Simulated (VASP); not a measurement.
# Ba9S8 (a cell with a defect) in VASP: single point with PBE

Aim: the single point of Ba9S8 (a cell with a defect) with PBE.

Program: VASP 6.6.1. These are calculated values, not measurements. Logs are shortened: lines on timing, memory, paths and dates and some standing lists are left out, and cuts for length are marked.

## (1) The cell of the first run

The cell holds a defect, 17 atoms: a = 9.091 Å, b = 9.091 Å, c = 9.091 Å, α = 60.00°, β = 60.00°, γ = 60.00°.

## (2) Single point, PBE

INCAR

```
  PREC = Accurate
  ENCUT = 520
  EDIFF = 1E-6
  ISMEAR = 0
  SIGMA = 0.02
  LREAL = Auto
  LASPH = T
  NELM = 60
  ALGO = Normal
  ISIF = 2
  LWAVE = F
  LCHARG = F
  GGA = PE
  NBANDS = 83
```

KPOINTS

```
Automatic mesh
0
Gamma
  2 2 2
```

POSCAR

```
Ba9S8
1.0
    6.4285179485      0.0000000000      6.4285179485
    0.0000000000     -6.4285179485      6.4285179485
    6.4285179485     -6.4285179485      0.0000000000
Ba S
9 8
Direct
   -0.0200035997      0.5591045290      0.4804943417
   -0.0201211229     -0.0197740756      0.4802449063
    0.4998112358      0.5001585942      0.4998132580
    0.5591509628     -0.0197558755      0.4802680843
   -0.0006055050      0.5001326162      1.0002138209
   -0.0200834004     -0.0196458190      1.0593831354
    0.4998498916      0.5001146494      1.0002020764
    0.4997612242     -0.0001146454      1.0001866762
    0.1248946501      1.1246577451      0.6250629666
    0.7448096962      0.7450428759      0.2450990279
    0.7447333177      0.2650045490      0.2450856500
    0.2645889789      0.7450393759      0.2450994168
    0.2537425442      0.2540995472      0.2379888354
    0.7447384511      0.7450494093      0.7650230643
    0.7377825710      0.2540535024      0.7540816622
    0.2538315228      0.7376886147      0.7542159077
    0.2536317878      0.2540390356      0.7540628398
```

Potentials or basis: VASP PAW PBE potentials, release 64 (Ba_sv, S).

On the command line:

```
$ cat potpaw_PBE.64/Ba_sv/POTCAR potpaw_PBE.64/S/POTCAR > POTCAR
$ mpirun -np 1 vasp_std > vasp.out
```

OUTCAR:

```text
PREC = Accurate
   ENCUT = 520
   EDIFF = 1E-6
   ISMEAR = 0
   LREAL = Auto
   LASPH = T
   NELM = 60
   ISIF = 2
   GGA = PE

 ion  position               nearest neighbor table
   1  0.980  0.559  0.480-  14 3.06  12 3.06  10 3.06   9 3.22  17 3.53  15 3.53  13 3.53   2 3.83
                             4 3.83   6 3.83   7 4.57   5 4.57   3 4.57   3 4.57   5 4.57   7 4.57
   2  0.980  0.980  0.480-  11 3.06  12 3.06  14 3.06   9 3.22  15 3.53  13 3.53  16 3.53   4 3.82
                             6 3.83   1 3.83   5 4.57   8 4.57   3 4.57   3 4.57   5 4.57   8 4.57
   3  0.500  0.500  0.500-  11 3.15  10 3.15  12 3.15  16 3.16  15 3.17  17 3.17   5 4.54   7 4.54
                             8 4.54   8 4.55   7 4.55   5 4.55   1 4.57   1 4.57   4 4.57   2 4.57
   4  0.559  0.980  0.480-  14 3.06  11 3.06  10 3.06   9 3.22  17 3.53  13 3.53  16 3.53   2 3.82
                             6 3.83   1 3.83   8 4.57   7 4.57   3 4.57   3 4.57   7 4.57   8 4.57
   5  0.999  0.500  0.000-  11 3.15  10 3.15  14 3.15  16 3.16  13 3.16  17 3.17   7 4.54   3 4.54
                             8 4.54   8 4.55   3 4.55   7 4.55   1 4.57   6 4.57   2 4.57   2 4.57
   6  0.980  0.980  0.059-  11 3.06  12 3.06  10 3.06   9 3.22  17 3.53  15 3.53  16 3.53   2 3.83
                             4 3.83   1 3.83   7 4.57   5 4.57   8 4.57   8 4.57   5 4.57   7 4.57
   7  0.500  0.500  0.000-  11 3.15  12 3.15  14 3.15  16 3.16  13 3.16  15 3.16   5 4.54   3 4.54
                             8 4.54   8 4.55   3 4.55   5 4.55   1 4.57   6 4.57   4 4.57   4 4.57
   8  0.500  1.000  0.000-  10 3.15  14 3.15  12 3.15  13 3.16  15 3.16  17 3.17   3 4.54   5 4.54
                             7 4.54   7 4.55   5 4.55   3 4.55   4 4.57   6 4.57   2 4.57   6 4.57
   9  0.125  0.125  0.625-  16 2.87  13 2.87  15 2.87  17 2.87   4 3.22   2 3.22   6 3.22   1 3.22

  10  0.745  0.745  0.245-   4 3.06   6 3.06   1 3.06   5 3.15   3 3.15   8 3.15
  11  0.745  0.265  0.245-   2 3.06   6 3.06   4 3.06   7 3.15   5 3.15   3 3.15
  12  0.265  0.745  0.245-   2 3.06   6 3.06   1 3.06   7 3.15   3 3.15   8 3.15
  13  0.254  0.254  0.238-   9 2.87   8 3.16   7 3.16   5 3.16   1 3.53   4 3.53   2 3.53
  14  0.745  0.745  0.765-   2 3.06   4 3.06   1 3.06   7 3.15   5 3.15   8 3.15
  15  0.738  0.254  0.754-   9 2.87   7 3.16   8 3.16   3 3.17   1 3.53   6 3.53   2 3.53
  16  0.254  0.738  0.754-   9 2.87   3 3.16   5 3.16   7 3.16   6 3.53   4 3.53   2 3.53
  17  0.254  0.254  0.754-   9 2.87   5 3.17   8 3.17   3 3.17   1 3.53   6 3.53   4 3.53

  LATTYP: Found a face centered cubic cell.
 ALAT       =    12.8570358970

  Lattice vectors:

 A1 = (   6.4285179485,   0.0000000000,   6.4285179485)
 A2 = (   0.0000000000,  -6.4285179485,   6.4285179485)
 A3 = (   6.4285179485,  -6.4285179485,   0.0000000000)

Analysis of symmetry for initial positions (statically):
=====================================================================
 Subroutine PRICEL returns:
 Original cell was already a primitive cell.

 Routine SETGRP: Setting up the symmetry group for a
 face centered cubic supercell.

 Subroutine GETGRP returns: Found  1 space group operations
 (whereof  1 operations were pure point group operations)
 out of a pool of 48 trial point group operations.

The static configuration has the point symmetry C_1 .

Analysis of symmetry for dynamics (positions and initial velocities):
=====================================================================
 Subroutine PRICEL returns:
 Original cell was already a primitive cell.

 Routine SETGRP: Setting up the symmetry group for a
 face centered cubic supercell.

 Subroutine GETGRP returns: Found  1 space group operations
 (whereof  1 operations were pure point group operations)
 out of a pool of 48 trial point group operations.

The dynamic configuration has the point symmetry C_1 .

 Subroutine INISYM returns: Found  1 space group operations
 (whereof  1 operations are pure point group operations),
 and found     1 'primitive' translations

----------------------------------------------------------------------------------------

                                     Primitive cell

  volume of cell :     531.3278

  direct lattice vectors                    reciprocal lattice vectors
     6.428517948  0.000000000  6.428517948     0.077778425  0.077778425  0.077778425
     0.000000000 -6.428517948  6.428517948    -0.077778425 -0.077778425  0.077778425
     6.428517948 -6.428517948  0.000000000     0.077778425 -0.077778425 -0.077778425

[... 47 lines left out ...]
 Grid dimensions read from file:
 generate k-points for:    2    2    2

 Generating k-lattice:

  Cartesian coordinates                     Fractional coordinates (reciprocal lattice)
     0.038889212  0.038889212  0.038889212     0.500000000  0.000000000  0.000000000
    -0.038889212 -0.038889212  0.038889212     0.000000000  0.500000000  0.000000000
     0.038889212 -0.038889212 -0.038889212     0.000000000  0.000000000  0.500000000

  Length of vectors
     0.067358092  0.067358092  0.067358092

  Shift w.r.t. Gamma in fractional coordinates (k-lattice)
     0.000000000  0.000000000  0.000000000

 Subroutine IBZKPT returns following result:
 ===========================================

 Found      8 irreducible k-points:

 Following reciprocal coordinates:
            Coordinates               Weight
  0.000000  0.000000  0.000000      1.000000
  0.500000  0.000000  0.000000      1.000000
  0.000000  0.500000  0.000000      1.000000
  0.000000  0.000000  0.500000      1.000000
  0.500000  0.500000  0.500000      1.000000
  0.500000  0.500000  0.000000      1.000000
  0.000000  0.500000  0.500000      1.000000
  0.500000  0.000000  0.500000      1.000000
   k-points           NKPTS =      8   k-points in BZ     NKDIM =      8   number of bands    NBANDS=     83
   number of dos      NEDOS =    301   number of ions     NIONS =     17
   total plane-waves  NPLWV = 343000
   dimension x,y,z NGX =    70 NGY =   70 NGZ =   70
   dimension x,y,z NGXF=   140 NGYF=  140 NGZF=  140
   ions per type =               9   8
   NGX,Y,Z   is equivalent  to a cutoff of  12.80, 12.80, 12.80 a.u.
   NGXF,Y,Z  is equivalent  to a cutoff of  25.60, 25.60, 25.60 a.u.
 SYSTEM =  unknown system
   PREC   = accura    normal or accurate (medium, high low for compatibility)
   ISTART =      0    job   : 0-new  1-cont  2-samecut
   ICHARG =      2    charge: 1-file 2-atom 10-const
   ISPIN  =      1    spin polarized calculation?
   LNONCOLLINEAR =      F non collinear calculations
   LSORBIT =      F    spin-orbit coupling
   LASPH  =      T    aspherical Exc in radial PAW
   ENCUT  =  520.0 eV  38.22 Ry    6.18 a.u.  16.90 16.90 16.90*2*pi/ulx,y,z
   NELM   =     60;   NELMIN=  2; NELMDL= -5     # of ELM steps
   EDIFF  = 0.1E-05   stopping-criterion for ELM
   LREAL  =      T    real-space projection
   EDIFFG = 0.1E-04   stopping-criterion for IOM
   NSW    =      0    number of steps for IOM
   IBRION =     -1    ionic relax: 0-MD 1-quasi-New 2-CG
   NFREE  =      0    steps in history (QN), initial steepest desc. (CG)
   ISIF   =      2    stress and relaxation
   ISYM   =      2    0-nonsym 1-usesym 2-fastsym
   POTIM  = 0.5000    time-step for ionic-motion
   TEBEG  =    0.0;   TEEND  =   0.0 temperature during run
   PSTRESS=    0.0 pullay stress
   NELECT =     138.0000    total number of electrons
   NUPDOWN=      -1.0000    fix difference up-down
   EMIN   =  10.00;   EMAX   =-10.00  energy-range for DOS
   EFERMI =   0.00;   METHOD = LEGACY
   ISMEAR =     0;   SIGMA  =   0.02  broadening in eV -4-tet -1-fermi 0-gaus
   EFERMI_NEDOS =   21; number of points for ismear=-14 and -15
   IALGO  =     38    algorithm
   IMIX   =      4    mixing-type and parameters
     AMIX     =   0.40;   BMIX     =  1.00
     AMIX_MAG =   1.60;   BMIX_MAG =  1.00
  volume/ion in A,a.u.               =      31.25       210.92
  Fermi-wavevector in a.u.,A,eV,Ry     =   1.044513  1.973843 14.844044  1.091006
  Thomas-Fermi vector in A             =   2.179268
   LORBIT       =      0    0 simple, 1 ext, 2 COOP (PROOUT), +10 PAW based schemes
   GGA     = PE    functional components
   LHFCALC =     F    Hartree Fock is set to
   AEXX    =    0.0000 exact exchange contribution
   IVDW    =     0    specifies the selected vdW correction
   LEPSILON=     F    determine dielectric tensor
   LRPA    =     F    only Hartree local field effects (RPA)
 non-spin polarized calculation
 Gauss-broadening in eV      SIGMA  =   0.02
  energy-cutoff  :      520.00
  volume of cell :      531.33
 maximum number of plane-waves:     14344
 NGX is ok and might be reduce to    70
   NGX = 33   NGY = 33   NGZ = 33

 number of electron     138.0000004 magnetization

 Free energy of the ion-electron system (eV)
  ---------------------------------------------------
  ext. energy  EPLUGINS =         0.00000000
  ---------------------------------------------------
  free energy    TOTEN  =       -79.61954615 eV

  energy without entropy =      -79.61118251  energy(sigma->0) =      -79.61536433

 E-fermi :   4.1941     XC(G=0):  -8.8741

 val. band max:        4.1880165866   @ k =   0.5000   0.5000   0.5000
 cond. band min:       4.4042974523   @ k =   0.5000   0.0000   0.5000
 fundamental gap:      0.2162808657
 Fermi energy:         4.1941430745

 k-point     1 :       0.0000    0.0000    0.0000
  band No.  band energies     occupation
      1     -24.6955      2.00000
      2     -24.3854      2.00000
      3     -24.3844      2.00000
      4     -24.3830      2.00000
      5     -24.2122      2.00000
      6     -24.1066      2.00000
[... 661 lines left out ...]
     80       6.1595      0.00000
     81       6.3968      0.00000
 [bands above 81 left out]

------------------------ aborting loop because EDIFF is reached ----------------------------------------

  FORCE on cell =-STRESS in cart. coord.  units (eV):
  Direction    XX          YY          ZZ          XY          YZ          ZX
  --------------------------------------------------------------------------------------
  -------------------------------------------------------------------------------------
  Total       14.4301574     14.4466598     14.4314765     -0.0017407      0.0041298      0.0097838
  in kB       43.5130045     43.5627662     43.5169824     -0.0052490      0.0124530      0.0295024
  external PRESSURE =      43.5309177 kB  Pullay stress =       0.0000000 kB

 VOLUME and BASIS-vectors are now :
 -----------------------------------------------------------------------------
  energy-cutoff  :      520.00
  volume of cell :      531.33
      direct lattice vectors                 reciprocal lattice vectors
     6.428517948  0.000000000  6.428517948     0.077778425  0.077778425  0.077778425
     0.000000000 -6.428517948  6.428517948    -0.077778425 -0.077778425  0.077778425
     6.428517948 -6.428517948  0.000000000     0.077778425 -0.077778425 -0.077778425

 POSITION                                       TOTAL-FORCE (eV/Angst)
 -----------------------------------------------------------------------------------
      9.38879     -6.68308      9.89414        -0.007106     -0.004757      0.007831
      9.38643     -9.38866     12.60057        -0.005139      0.004733     -0.004883
      6.42610     -6.42834      6.42832        -0.000410     -0.000532     -0.004366
      6.68192     -9.38893      9.89603         0.006428      0.005415      0.006845
      6.42600     -3.21649      9.63974         0.000559      0.001846      0.000198
      6.68116     -6.68397     12.60164         0.006681     -0.004981     -0.006007
[... 9 lines left out ...]
      6.48025     -9.59073      6.37401         0.034948      0.035298     -0.034107
      6.47798     -6.48060      3.26357         0.036201     -0.035352      0.036258
 -----------------------------------------------------------------------------------
    total drift:                               -0.007953     -0.008478     -0.007349

  FREE ENERGIE OF THE ION-ELECTRON SYSTEM (eV)
  ---------------------------------------------------
  free  energy   TOTEN  =       -79.6195461511 eV

  energy  without entropy=      -79.6111825124  energy(sigma->0) =      -79.61536433
```

It took 9.8 min on 1 thread of Intel Xeon 6975P-C (Granite Rapids), shared host; peak memory 0.78 GiB.

Results:

| Item | Value |
| --- | --- |
| Free energy | -79.6195 eV |
| Pressure | 4.4 GPa |
| Largest force | 0.062 eV/Å |
| Band gap on the k mesh | zero (bands 69 and 70 overlap by 0.58 eV) |

Forces on the atoms (eV/Å):
```
Ba  -0.007 -0.005  0.008
Ba  -0.005  0.005 -0.005
Ba   0.000 -0.001 -0.004
Ba   0.006  0.005  0.007
Ba   0.001  0.002  0.000
Ba   0.007 -0.005 -0.006
Ba  -0.003  0.000 -0.003
Ba  -0.003  0.000 -0.002
Ba  -0.001  0.000  0.001
S   -0.031  0.030 -0.032
S   -0.029 -0.031  0.030
S    0.033  0.031  0.034
S   -0.034  0.035  0.035
S    0.031 -0.033 -0.030
S   -0.036 -0.034 -0.036
S    0.035  0.035 -0.034
S    0.036 -0.035  0.036
```

Caveat: the k points lie up to 0.42 Å⁻¹ apart, too coarse for converged energies and pressures of a metal; spin-orbit coupling is left out, which moves the levels of the heavy elements.

The gap in the log of VASP goes by the Fermi energy; the results here count the filled bands.